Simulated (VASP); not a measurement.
# Ti3Al in VASP: settings compared, part 2 of 2

VASP 6.6.1. Earlier steps stand in the parts before.

**4. Relaxation of cell and atoms, PBEsol+D4**

INCAR

```
PREC = Accurate
ENCUT = 600
EDIFF = 1E-6
ISMEAR = -1
SIGMA = 0.05
LREAL = F
LASPH = T
NELM = 80
ALGO = Fast
ISIF = 3
LWAVE = F
LCHARG = F
GGA = PS
IVDW = 13
IBRION = 2
NSW = 60
EDIFFG = -0.01
```

KPOINTS

```
regular mesh
0
Gamma
  10 10 3
```

POSCAR

```
Ti3Al
1.0
    2.9275422229      0.0000000000      0.0000000000
   -1.4637711114      2.5353259357      0.0000000000
    0.0000000000      0.0000000000      9.2263620000
Ti Al
3 1
Direct
    0.3333333333      0.6666666667      0.2494060000
    0.3333333333      0.6666666667      0.7505940000
    0.6666666667      0.3333333333      0.0000000000
    0.6666666667      0.3333333333      0.5000000000
```

Potentials or basis: VASP PAW PBE potentials, release 64 (Ti_sv, Al).

On the command line:

```console
cat potpaw_PBE.64/Ti_sv/POTCAR potpaw_PBE.64/Al/POTCAR > POTCAR
mpirun -np 1 vasp_std > vasp.out
```

OUTCAR:

```text
PREC = Accurate
   ENCUT = 600
   EDIFF = 1E-6
   ISMEAR = -1
   LREAL = F
   LASPH = T
   NELM = 80
   ISIF = 3
   GGA = PS
   IVDW = 13
   IBRION = 2
   NSW = 60
   EDIFFG = -0.01

 ion  position               nearest neighbor table
   1  0.333  0.667  0.249-   3 2.86   3 2.86   3 2.86   4 2.86   4 2.86   4 2.86
   2  0.333  0.667  0.751-   3 2.86   3 2.86   3 2.86   4 2.86   4 2.86   4 2.86
   3  0.667  0.333  0.000-   1 2.86   2 2.86   1 2.86   2 2.86   1 2.86   2 2.86
   4  0.667  0.333  0.500-   1 2.86   2 2.86   1 2.86   2 2.86   1 2.86   2 2.86

  LATTYP: Found a hexagonal cell.
 ALAT       =     2.9275422229
 C/A-ratio  =     3.1515726495

  Lattice vectors:

 A1 = (   2.9275422229,   0.0000000000,   0.0000000000)
 A2 = (  -1.4637711114,   2.5353259357,   0.0000000000)
 A3 = (   0.0000000000,   0.0000000000,   9.2263620000)

Analysis of symmetry for initial positions (statically):
=====================================================================
 Subroutine PRICEL returns:
 Original cell was already a primitive cell.

 Routine SETGRP: Setting up the symmetry group for a
 hexagonal supercell.

 Subroutine GETGRP returns: Found 12 space group operations
 (whereof 12 operations were pure point group operations)
 out of a pool of 24 trial point group operations.

The static configuration has the point symmetry D_3h.

Analysis of symmetry for dynamics (positions and initial velocities):
[... 151 lines left out ...]
 maximum number of plane-waves:      2302
 NGX is ok and might be reduce to    24
   NGX = 11   NGY = 11   NGZ = 37

--------------------------------------- Ionic step        1  -------------------------------------------

 number of electron      38.9999991 magnetization

 Free energy of the ion-electron system (eV)
  ---------------------------------------------------
  ext. energy  EPLUGINS =         0.00000000
  ---------------------------------------------------
  free energy    TOTEN  =       -29.61350189 eV

  energy without entropy =      -29.58484223  energy(sigma->0) =      -29.59917206

------------------------ aborting loop because EDIFF is reached ----------------------------------------

  DFT-D4 for vdW energy calculation

  Edisp (eV):   -0.54487
[... 285 lines left out ...]
--------------------------------------- Ionic step        8  -------------------------------------------

 number of electron      39.0000004 magnetization

 Free energy of the ion-electron system (eV)
  ---------------------------------------------------
  ext. energy  EPLUGINS =         0.00000000
  ---------------------------------------------------
  free energy    TOTEN  =       -29.63559547 eV

  energy without entropy =      -29.60834047  energy(sigma->0) =      -29.62196797

 E-fermi :   8.3528     XC(G=0): -11.5158

 val. band max:        8.3052681397   @ k =   0.2000   0.2000   0.3333
 cond. band min:       8.3752460947   @ k =   0.2000  -0.0000   0.0000
 fundamental gap:      0.0699779550
 Fermi energy:         8.3527686872

 k-point     1 :       0.0000    0.0000    0.0000
  band No.  band energies     occupation
      1     -48.0704      2.00000
      2     -48.0086      2.00000
      3     -47.9406      2.00000
      4     -24.7340      2.00000
      5     -24.4401      2.00000
      6     -24.1051      2.00000
[... 613 lines left out ...]
     22       9.1959      0.00000
     23       9.3872      0.00000

 [... further k-points ...]

------------------------ aborting loop because EDIFF is reached ----------------------------------------

  DFT-D4 for vdW energy calculation

  Edisp (eV):   -0.56864
[... 27 lines left out ...]
  FREE ENERGIE OF THE ION-ELECTRON SYSTEM (eV)
  ---------------------------------------------------
  free  energy   TOTEN  =       -30.2042399345 eV

  energy  without entropy=      -30.1769849408  energy(sigma->0) =      -30.19061244

 reached required accuracy - stopping structural energy minimisation
```

Wall time 5.2 min (1 thread of Intel Xeon 6975P-C (Granite Rapids), shared host); peak memory 0.24 GiB.

What came out:

```yaml
Free_energy: -30.2042 eV
Relaxed_volume: 16.37 Å³/atom
Relaxed_cell: a = 2.881 Å, b = 2.881 Å, c = 9.112 Å, α = 90.00°, β = 90.00°, γ = 120.00°
Space_group_after_relaxing_to_0.1_Å: P-6m2 (No. 187)
Energy_gained_by_relaxing: 11.5 meV/atom
Ionic_steps: 8
Pressure_after_relaxing: 0.0 GPa
Largest_force_after_relaxing: 0.009 eV/Å
Band_gap_on_the_k_mesh: zero (an odd number of electrons rules out a gap without spin polarisation)
Dispersion_energy_per_atom: -0.142 eV
```

Forces in eV/Å, atoms in the order of the input:
```
Ti   0.000  0.000 -0.009
Ti   0.000  0.000  0.009
Ti   0.000  0.000  0.000
Al   0.000  0.000  0.000
```

Step by step:
```
step  energy change (eV)  largest force (eV/Å)  pressure (GPa)  volume (Å³)
   1              0.0000                0.0867           -4.78        68.48
   2             -0.0215                0.0071            3.86        63.54
   3             -0.0455                0.0421            0.05        65.56
   4             -0.0455                0.0424           -0.11        65.62
   5             -0.0458                0.0183           -0.12        65.61
   6             -0.0458                0.0128           -0.12        65.61
   7             -0.0458                0.0112           -0.12        65.61
   8             -0.0459                0.0088            0.05        65.49
```

Final structure:
```
Ti Al
1.0
     2.88083    0.00000    0.00000
    -1.44042    2.49487    0.00000
     0.00000    0.00000    9.11243
Ti Al
3 1
Direct
  0.33333 0.66667 0.24881
  0.33333 0.66667 0.75119
  0.66667 0.33333 0.00000
  0.66667 0.33333 0.50000
```

Caveat: the PAW data sets were made with another functional, which shifts forces and pressure a little.

**5. Single point, r2SCAN**

POSCAR

```
Ti3Al
1.0
    2.9275422229      0.0000000000      0.0000000000
   -1.4637711114      2.5353259357      0.0000000000
    0.0000000000      0.0000000000      9.2263620000
Ti Al
3 1
Direct
    0.3522190000      0.6805740000      0.2548270000
    0.3479140000      0.6913960000      0.7463020000
    0.6520880000      0.3418930000      0.0003530000
    0.6604000000      0.3215280000      0.5011080000
```

INCAR.step1

```
ALGO = Normal
EDIFF = 1E-4
ENCUT = 520
GGA = PE
ISMEAR = 1
LASPH = True
LCHARG = False
LREAL = False
LWAVE = True
NBANDS = 28
NELM = 60
PREC = Accurate
SIGMA = 0.1
```

INCAR.step2

```
ALGO = Normal
EDIFF = 1E-6
ENCUT = 520
ISIF = 2
ISMEAR = 1
ISTART = 1
LASPH = True
LCHARG = True
LELF = True
LMIXTAU = True
LREAL = False
LVHAR = True
LWAVE = False
METAGGA = R2SCAN
NBANDS = 28
NELM = 60
PREC = Accurate
SIGMA = 0.1
```

KPOINTS

```
k-points
0
Gamma
  8 8 2
```

On the command line:

```console
cat potpaw_PBE.64/Ti_sv/POTCAR potpaw_PBE.64/Al/POTCAR > POTCAR
cp INCAR.step1 INCAR
mpirun -np 1 vasp_std > vasp.out
cp INCAR.step2 INCAR
mpirun -np 1 vasp_std > vasp.out
```

It took 6 min on 1 thread of Intel Xeon Platinum 8488C (Sapphire Rapids), shared host; peak memory 0.27 GiB.

It converged, with:

- Free energy: -46.1006 eV
- Pressure: -0.5 GPa
- Largest force: 0.374 eV/Å
- Band gap on the k mesh: zero (an odd number of electrons rules out a gap without spin polarisation)

Forces on the atoms (eV/Å):
```
Ti  -0.130 -0.084 -0.283
Ti  -0.052 -0.178  0.324
Ti   0.136  0.049  0.012
Al   0.046  0.213 -0.054
```

Stress tensor (GPa, compression positive):
```
-1.25 -0.79  0.08
-0.79  0.30 -0.14
 0.08 -0.14 -0.48
```

Levels at points of the mesh, in eV from the Fermi level:
```tsv
k point	band 16	band 17	band 18	band 19	band 20	band 21	band 22	band 23	band 24	band 25
(0.00, 0.00, 0.00)	-2.55	-0.77	0.29	0.67	0.99	1.01	1.09	1.12	1.35	1.41
(0.50, 0.00, 0.00)	-2.15	-1.47	-1.29	-0.69	-0.52	1.02	1.11	1.21	1.93	2.63
(0.00, 0.50, 0.00)	-2.16	-1.46	-1.24	-0.77	-0.45	0.99	1.07	1.20	1.97	2.47
(0.50, 0.50, 0.00)	-2.17	-1.45	-1.21	-0.73	-0.42	0.97	1.06	1.18	1.95	2.42
(0.00, 0.00, 0.50)	-3.35	-0.97	0.27	0.73	0.99	1.01	1.08	1.11	1.37	1.43
(0.50, 0.00, 0.50)	-2.13	-1.61	-1.26	-1.00	-0.15	1.06	1.08	1.17	2.08	2.62
(0.00, 0.50, 0.50)	-2.06	-1.57	-1.22	-0.95	-0.24	0.85	1.05	1.14	2.12	2.76
(0.50, 0.50, 0.50)	-2.09	-1.53	-1.20	-0.93	-0.18	0.79	1.04	1.13	2.10	2.73
```

Caveat: the PAW data sets were made with another functional, which shifts forces and pressure a little.

**6. The runs side by side**

```csv
task,level,cell,k mesh,cutoff (eV),smearing,gap on the mesh (eV),pressure (GPa),relaxed volume (Å³/atom),largest force (eV/Å)
relaxation of cell and atoms,PBEsol,"relaxed, atomic positions A",10 × 10 × 3,600,fermi-dirac 0.05 eV,none,0.1,16.56,0.01
relaxation of cell and atoms,PBEsol+D3(BJ),"relaxed, atomic positions A",10 × 10 × 3,600,fermi-dirac 0.05 eV,none,0.0,15.83,-
relaxation of cell and atoms,PBEsol+D4,"relaxed, atomic positions A",10 × 10 × 3,600,fermi-dirac 0.05 eV,none,0.0,16.37,0.01
single point,r2SCAN,"as given, atomic positions B",8 × 8 × 2,520,methfessel-paxton 0.1 eV,none,-0.5,-,0.37
```

Alike in all rows: potentials or basis VASP PAW PBE potentials, release 64 (Ti_sv, Al); no spin polarisation.

Caveats: the PAW data sets were made with another functional, which shifts forces and pressure a little.

Total energies depend on the potentials used, so only differences within one code and one set of settings carry meaning.
